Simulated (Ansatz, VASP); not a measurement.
## K: VASP beside Ansatz

INCAR

```
PREC = Accurate ; ENCUT = 520
EDIFF = 1E-7 ; ISMEAR = 0
SIGMA = 0.15 ; LREAL = False
LASPH = True ; NELM = 60
ALGO = Fast ; ISIF = 2
LWAVE = False ; LCHARG = True
GGA = PS ; LELF = True
LVHAR = True ; NBANDS = 10
```

KPOINTS

```
Automatic mesh
0
Gamma
  14 14 14
```

POSCAR

```
K
1.0
   -2.5983650000      2.5983650000      2.6180000000
    2.5983650000     -2.5983650000      2.6180000000
    2.6376350000      2.6376350000     -2.6180000000
K
1
Direct
    0.0000000000      0.0000000000      0.0000000000
```

Input for Ansatz:

```yaml
crystal:
  lattice:
    - [-2.598365, 2.598365, 2.618]
    - [2.598365, -2.598365, 2.618]
    - [2.637635, 2.637635, -2.618]
  atoms:
    - { symbol: K, position: [0.0, 0.0, 0.0] }
basis:
  ecutwfc: 420
kpoints:
  mp_grid: { grid: [14, 14, 14] }
hamiltonian:
  xc: pbesol
scf:
  occupations: { method: gaussian, width: 0.15 }
output:
  forces: true
  stress: true
  eigenvalues: true
```

Change from the starting cell: strain +0.0150 x Voigt [0, 0, 0, 0, 0, 1], atoms carried along.

Alike in both runs: task single point; functional PBEsol; k mesh 14 × 14 × 14; occupations gaussian, width 0.15 eV; no spin polarisation.

|  | VASP | Ansatz |
| --- | --- | --- |
| version | VASP 6.6.1 | Ansatz 0.2.0 |
| potentials or method | VASP PAW PBE potentials, release 64 (K_sv), cutoff 520 eV | scalar-relativistic, plane waves, PAW |
| valence electrons in the cell | 9 | 9 |

```csv
,VASP,Ansatz,Ansatz less VASP
gap on the k mesh at the Fermi level (eV),none,none,-
pressure (GPa),-0.1,0.0,+0.01
```

VASP's potentials were made for PBE, not for PBEsol. A gap of «none» marks a metal or a gap that the smearing closes.
